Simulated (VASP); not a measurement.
# InSb3 (Pm-3m) in VASP: a series of runs

The runs below take InSb3 through single point, with HSE06, PBE0, PBE-based screened hybrid with 5 % exact exchange.

Everything below comes from runs of VASP 6.6.1. Logs are shortened: lines on timing, memory, paths and dates and some standing lists are left out, and cuts for length are marked.

## Step 1: The cell of the first run

The structure is cubic, space group Pm-3m (No. 221). Conventional cell: a = 4.775 Å, b = 4.775 Å, c = 4.775 Å, α = 90.00°, β = 90.00°, γ = 90.00°. Sb (site symmetry 4/mmm) has 8 Sb at 3.38 Å and 4 In at 3.38 Å within 4.4 Å. In (site symmetry m-3m) has 12 Sb at 3.38 Å within 4.4 Å.

## Step 2: Single point, HSE06

Contents of POSCAR:

```
InSb3
1.0
    4.7752772950      0.0000000000      0.0000000000
    0.0000000000      4.7752772950      0.0000000000
    0.0000000000      0.0000000000      4.7752772950
Sb In
3 1
Direct
    0.5000000000      0.5000000000      0.0000000000
    0.0000000000      0.5000000000      0.5000000000
    0.5000000000      0.0000000000      0.5000000000
    0.0000000000      0.0000000000      0.0000000000
```

Contents of INCAR.step1:

```
SYSTEM = InSb3
ALGO = Normal
EDIFF = 1E-5
ENCUT = 400
GGA = PE
GGA_COMPAT = .False.
ISIF = 2
ISMEAR = -1
LASPH = .True.
LCHARG = .False.
LREAL = .False.
LWAVE = .True.
NBANDS = 22
NELM = 120
PREC = Accurate
SIGMA = 0.05
```

Contents of INCAR.step2:

```
SYSTEM = InSb3
ALGO = Normal
EDIFF = 1E-6
ENCUT = 400
GGA = PE
GGA_COMPAT = .False.
HFSCREEN = 0.2079
ISIF = 2
ISMEAR = -1
ISTART = 1
LASPH = .True.
LCHARG = .False.
LHFCALC = .True.
LREAL = .False.
LWAVE = .False.
NBANDS = 22
NELM = 120
PREC = Accurate
PRECFOCK = Normal
SIGMA = 0.05
```

Contents of KPOINTS:

```
k-points
0
Gamma
  4 4 4
  0 0 0
```

Potentials or basis: VASP PAW PBE potentials, release 64 (Sb, In_d).

Command:

```
$ cat potpaw_PBE.64/Sb/POTCAR potpaw_PBE.64/In_d/POTCAR > POTCAR
$ cp INCAR.step1 INCAR
$ mpirun -np 1 vasp_std > vasp.out
$ cp INCAR.step2 INCAR
$ mpirun -np 1 vasp_std > vasp.out
```

OUTCAR:

```text
SYSTEM = InSb3
   EDIFF = 1E-6
   ENCUT = 400
   GGA = PE
   HFSCREEN = 0.2079
   ISIF = 2
   ISMEAR = -1
   ISTART = 1
   LASPH = .True.
   LHFCALC = .True.
   LREAL = .False.
   NELM = 120
   PREC = Accurate
   PRECFOCK = Normal

 ion  position               nearest neighbor table
   1  0.500  0.500  0.000-   2 3.38   3 3.38   4 3.38   2 3.38   3 3.38   3 3.38   4 3.38   3 3.38
                             2 3.38   4 3.38   2 3.38   4 3.38
   2  0.000  0.500  0.500-   1 3.38   3 3.38   4 3.38   1 3.38   4 3.38   3 3.38   4 3.38   4 3.38
                             1 3.38   3 3.38   1 3.38   3 3.38
   3  0.500  0.000  0.500-   1 3.38   2 3.38   4 3.38   1 3.38   4 3.38   1 3.38   2 3.38   1 3.38
                             2 3.38   4 3.38   4 3.38   2 3.38
   4  0.000  0.000  0.000-   1 3.38   2 3.38   3 3.38   2 3.38   3 3.38   1 3.38   2 3.38   2 3.38
                             1 3.38   3 3.38   3 3.38   1 3.38

  LATTYP: Found a simple cubic cell.
 ALAT       =     4.7752772950

  Lattice vectors:

 A1 = (   4.7752772950,   0.0000000000,   0.0000000000)
 A2 = (   0.0000000000,   4.7752772950,   0.0000000000)
 A3 = (   0.0000000000,   0.0000000000,   4.7752772950)

Analysis of symmetry for initial positions (statically):
=====================================================================
 Subroutine PRICEL returns:
 Original cell was already a primitive cell.

 Routine SETGRP: Setting up the symmetry group for a
 simple cubic supercell.

 Subroutine GETGRP returns: Found 48 space group operations
 (whereof 48 operations were pure point group operations)
 out of a pool of 48 trial point group operations.

The static configuration has the point symmetry O_h .

Analysis of symmetry for dynamics (positions and initial velocities):
=====================================================================
 Subroutine PRICEL returns:
 Original cell was already a primitive cell.

 Routine SETGRP: Setting up the symmetry group for a
 simple cubic supercell.

 Subroutine GETGRP returns: Found 48 space group operations
 (whereof 48 operations were pure point group operations)
 out of a pool of 48 trial point group operations.

The dynamic configuration has the point symmetry O_h .

 Subroutine INISYM returns: Found 48 space group operations
 (whereof 48 operations are pure point group operations),
 and found     1 'primitive' translations

[... 91 lines left out ...]
   POTIM  = 0.5000    time-step for ionic-motion
   TEBEG  =    0.0;   TEEND  =   0.0 temperature during run
   PSTRESS=    0.0 pullay stress
   NELECT =      28.0000    total number of electrons
   NUPDOWN=      -1.0000    fix difference up-down
   EMIN   =  10.00;   EMAX   =-10.00  energy-range for DOS
   EFERMI =   0.00;   METHOD = LEGACY
   ISMEAR =    -1;   SIGMA  =   0.05  broadening in eV -4-tet -1-fermi 0-gaus
   EFERMI_NEDOS =   21; number of points for ismear=-14 and -15
   IALGO  =     38    algorithm
   IMIX   =      1    mixing-type and parameters
     AMIX     =   0.40;   BMIX     =  1.00
     AMIX_MAG =   1.60;   BMIX_MAG =  1.00
  volume/ion in A,a.u.               =      27.22       183.71
  Fermi-wavevector in a.u.,A,eV,Ry     =   1.041028  1.967257 14.745157  1.083738
  Thomas-Fermi vector in A             =   2.175630
   LORBIT       =      0    0 simple, 1 ext, 2 COOP (PROOUT), +10 PAW based schemes
   GGA     = PE    functional components
   LHFCALC =     T    Hartree Fock is set to
   PRECFOCK=normal    Normal, Fast or Accurate (Low or Medium for compatibility)
   ENCUT4O =  -1.0   cutoff for four orbital integrals eV
   NKREDX  =     1    reduce k-point grid by
   NKREDY  =     1    reduce k-point grid by
   NKREDZ  =     1    reduce k-point grid by
   AEXX    =    0.2500 exact exchange contribution
   HFSCREEN=    0.2079 screening length (either q_TF or 0.3 A-1)
   HFSCREENC=   0.2079 screening length for correlation (either q_TF or 0.3 A-1)
   ENCUTFOCK=  -1.0 apply spherical cutoff to Coloumb kernel
   IVDW    =     0    specifies the selected vdW correction
   LEPSILON=     F    determine dielectric tensor
   LRPA    =     F    only Hartree local field effects (RPA)
 non-spin polarized calculation
  energy-cutoff  :      400.00
  volume of cell :      108.89
 maximum number of plane-waves:      2000
 NGX is ok and might be reduce to    32
  NGX = 24; NGY = 24; NGZ = 24

 number of electron      28.0000020 magnetization

 Free energy of the ion-electron system (eV)
  ---------------------------------------------------
  ext. energy  EPLUGINS =         0.00000000
  ---------------------------------------------------
  free energy    TOTEN  =       -17.10739583 eV

  energy without entropy =      -17.08658791  energy(sigma->0) =      -17.09699187

 E-fermi :   7.7588     XC(G=0):  -8.4229

 val. band max:        7.7249666414   @ k =   0.5000   0.2500   0.2500
 cond. band min:       8.1925634756   @ k =   0.2500   0.2500   0.2500
 fundamental gap:      0.4675968342
 Fermi energy:         7.7588168021

 k-point     1 :       0.0000    0.0000    0.0000
  band No.  band energies     occupation
      1      -8.6989      2.00000
      2      -8.6989      2.00000
      3      -8.6851      2.00000
      4      -8.6851      2.00000
      5      -8.6851      2.00000
      6      -5.7849      2.00000
[... 239 lines left out ...]
     21      15.2224      0.00000
     22      17.0232      0.00000

------------------------ aborting loop because EDIFF is reached ----------------------------------------

  FORCE on cell =-STRESS in cart. coord.  units (eV):
  Direction    XX          YY          ZZ          XY          YZ          ZX
  --------------------------------------------------------------------------------------
  -------------------------------------------------------------------------------------
  Total       -0.5125060     -0.5125060     -0.5125060      0.0000000     -0.0000000      0.0000000
  in kB       -7.5407358     -7.5407358     -7.5407358      0.0000000     -0.0000000      0.0000000
  external PRESSURE =      -7.5407358 kB  Pullay stress =       0.0000000 kB

 VOLUME and BASIS-vectors are now :
 -----------------------------------------------------------------------------
  energy-cutoff  :      400.00
  volume of cell :      108.89
      direct lattice vectors                 reciprocal lattice vectors
     4.775277295  0.000000000  0.000000000     0.209411923  0.000000000  0.000000000
     0.000000000  4.775277295  0.000000000     0.000000000  0.209411923  0.000000000
     0.000000000  0.000000000  4.775277295     0.000000000  0.000000000  0.209411923

 POSITION                                       TOTAL-FORCE (eV/Angst)
 -----------------------------------------------------------------------------------
      2.38764      2.38764      0.00000         0.000000      0.000000      0.000000
      0.00000      2.38764      2.38764         0.000000      0.000000      0.000000
      2.38764      0.00000      2.38764         0.000000      0.000000      0.000000
      0.00000      0.00000      0.00000         0.000000      0.000000      0.000000
 -----------------------------------------------------------------------------------
    total drift:                               -0.000001     -0.000000      0.000000

  FREE ENERGIE OF THE ION-ELECTRON SYSTEM (eV)
  ---------------------------------------------------
  free  energy   TOTEN  =       -17.1073958258 eV

  energy  without entropy=      -17.0865879149  energy(sigma->0) =      -17.09699187
```

OUTCAR.step1:

```text
SYSTEM = InSb3
   EDIFF = 1E-5
   ENCUT = 400
   GGA = PE
   ISIF = 2
[... 466 lines left out ...]
      2.38764      2.38764      0.00000         0.000000      0.000000      0.000000
      0.00000      2.38764      2.38764         0.000000      0.000000      0.000000
      2.38764      0.00000      2.38764         0.000000      0.000000      0.000000
      0.00000      0.00000      0.00000         0.000000      0.000000      0.000000
 -----------------------------------------------------------------------------------
    total drift:                                0.000000     -0.000000     -0.000000

  FREE ENERGIE OF THE ION-ELECTRON SYSTEM (eV)
  ---------------------------------------------------
  free  energy   TOTEN  =       -14.2404782696 eV

  energy  without entropy=      -14.2203436725  energy(sigma->0) =      -14.23041097
```

Wall time 28 min (1 thread of Intel Xeon Platinum 8488C (Sapphire Rapids), shared host); peak memory 0.3 GiB.

Results:

* Free energy: -17.1074 eV
* Pressure: -0.8 GPa
* Band gap on the k mesh: zero (bands 14 and 15 overlap by 5.42 eV)

Caveat: the PAW data sets were made with another functional, which shifts forces and pressure a little; spin-orbit coupling is left out, which moves the levels of the heavy elements.

## Step 3: Single point, PBE0

Contents of POSCAR:

```
InSb3
1.0
    4.7755402359      0.0000000000      0.0000000000
    0.0000000000      4.7755402359      0.0000000000
    0.0000000000      0.0000000000      4.7755402359
Sb In
3 1
Direct
    0.5000000000      0.5000000000      0.0000000000
    0.0000000000      0.5000000000      0.5000000000
    0.5000000000      0.0000000000      0.5000000000
    0.0000000000      0.0000000000      0.0000000000
```

Contents of INCAR.step1:

```
ALGO = Normal ; EDIFF = 1E-5
ENCUT = 400 ; GGA = PE
GGA_COMPAT = F ; ISIF = 2
ISMEAR = -1 ; LASPH = T
LCHARG = F ; LREAL = F
LWAVE = T ; NBANDS = 22
NELM = 120 ; PREC = Accurate
SIGMA = 0.05
```

Contents of INCAR.step2:

```
AEXX = 0.25 ; ALGO = Normal
EDIFF = 1E-6 ; ENCUT = 400
GGA = PE ; GGA_COMPAT = F
ISIF = 2 ; ISMEAR = -1
ISTART = 1 ; LASPH = T
LCHARG = F ; LHFCALC = T
LREAL = F ; LWAVE = F
NBANDS = 22 ; NELM = 120
PREC = Accurate ; PRECFOCK = Normal
SIGMA = 0.05
```

Contents of KPOINTS:

```
k-points
0
Gamma
  4 4 4
```

Potentials or basis: VASP PAW PBE potentials, release 64 (Sb, In_d).

Command:

```
$ cat potpaw_PBE.64/Sb/POTCAR potpaw_PBE.64/In_d/POTCAR > POTCAR
$ cp INCAR.step1 INCAR
$ mpirun -np 1 vasp_std > vasp.out
$ cp INCAR.step2 INCAR
$ mpirun -np 1 vasp_std > vasp.out
```

Run time: 35 min. Hardware: 1 thread of Intel Xeon Platinum 8488C (Sapphire Rapids), shared host; peak memory 0.2 GiB.

The run converged. Its results:

* Free energy: -19.0332 eV
* Pressure: -0.9 GPa
* Band gap on the k mesh: zero (bands 14 and 15 overlap by 6.10 eV)

Levels at points of the mesh, in eV from the Fermi level:
```csv
k point,band 10,band 11,band 12,band 13,band 14,band 15,band 16,band 17,band 18,band 19
"(0.00, 0.00, 0.00)",-5.17,-5.17,-4.00,0.95,0.95,0.95,2.70,2.70,2.70,5.75
"(0.50, 0.00, 0.00)",-3.54,-3.54,-2.53,-2.53,-1.38,-0.93,3.03,3.13,3.13,3.42
"(0.50, 0.50, 0.00)",-2.88,-1.85,-1.85,-1.56,-1.37,-1.37,-0.40,1.78,4.41,4.69
"(0.50, 0.50, 0.50)",-5.97,-5.97,-5.97,-5.51,4.73,4.73,4.82,4.82,4.82,7.91
```

Caveat: the PAW data sets were made with another functional, which shifts forces and pressure a little; spin-orbit coupling is left out, which moves the levels of the heavy elements.

## Step 4: Single point, PBE-based screened hybrid with 5 % exact exchange

This run uses another cell than the first one, of 27.76 Å³/atom.

Contents of POSCAR:

```
InSb3
1.0
    4.8063670000      0.0000000000      0.0000000000
    0.0000000000      4.8063670000      0.0000000000
    0.0000000000      0.0000000000      4.8063670000
Sb In
3 1
Direct
    0.5000000000      0.5000000000      0.0000000000
    0.0000000000      0.5000000000      0.5000000000
    0.5000000000      0.0000000000      0.5000000000
    0.0000000000      0.0000000000      0.0000000000
```

Contents of INCAR.step1:

```
ALGO = Normal
EDIFF = 1E-5
ENCUT = 520
GGA = PE
ISIF = 2
ISMEAR = -1
LASPH = T
LCHARG = F
LREAL = F
LWAVE = T
NBANDS = 22
NELM = 60
PREC = Accurate
SIGMA = 0.05
```

Contents of INCAR.step2:

```
AEXX = 0.05
ALGO = Normal
EDIFF = 1E-7
ENCUT = 520
GGA = PE
HFSCREEN = 0.2
ISIF = 2
ISMEAR = -1
ISTART = 1
LASPH = T
LCHARG = F
LHFCALC = T
LREAL = F
LWAVE = F
NBANDS = 22
NELM = 60
PREC = Accurate
PRECFOCK = Normal
SIGMA = 0.05
```

Contents of KPOINTS:

```
k-points
0
Gamma
  3 3 3
```

Command:

```
$ cat potpaw_PBE.64/Sb/POTCAR potpaw_PBE.64/In_d/POTCAR > POTCAR
$ cp INCAR.step1 INCAR
$ mpirun -np 1 vasp_std > vasp.out
$ cp INCAR.step2 INCAR
$ mpirun -np 1 vasp_std > vasp.out
```

Wall time 5.3 min (1 thread of Intel Xeon 6975P-C (Granite Rapids), shared host); peak memory 0.32 GiB.

It converged, with:

```
Free energy            : -14.9297 eV
Pressure               : -1.1 GPa
Band gap on the k mesh : zero (bands 14 and 15 overlap by 1.82 eV)
```

Levels at points of the mesh, in eV from the Fermi level:
```
           k point  band 10  band 11  band 12  band 13  band 14  band 15  band 16  band 17
(0.00, 0.00, 0.00)    -4.27    -4.27    -3.49     0.60     0.60     0.60     1.92     1.92
```

Caveat: the k points lie up to 0.44 Å⁻¹ apart, too coarse for converged energies and pressures of a metal; the PAW data sets were made with another functional, which shifts forces and pressure a little; spin-orbit coupling is left out, which moves the levels of the heavy elements.

## Step 5: Summary

```csv
level,cell,k mesh,cutoff (eV),share of exact exchange,screening parameter,gap on the mesh (eV),pressure (GPa)
HSE06,"a = 4.775 Å, 4 atoms",4 × 4 × 4,400,0.25,0.2079 1/Å,none,-0.8
PBE0,"a = 4.776 Å, 4 atoms",4 × 4 × 4,400,0.25,-,none,-0.9
PBE-based screened hybrid with 5 % exact exchange,"a = 4.806 Å, 4 atoms",3 × 3 × 3,520,0.05,0.2 1/Å,none,-1.1
```

Alike in all rows: task single point; potentials or basis VASP PAW PBE potentials, release 64 (Sb, In_d); no spin polarisation; smearing fermi-dirac 0.05 eV.

Caveats: some runs use coarse meshes; the PAW data sets were made with another functional, which shifts forces and pressure a little; spin-orbit coupling is left out, which moves the levels of the heavy elements.

Total energies depend on the potentials used, so only differences within one code and one set of settings carry meaning.
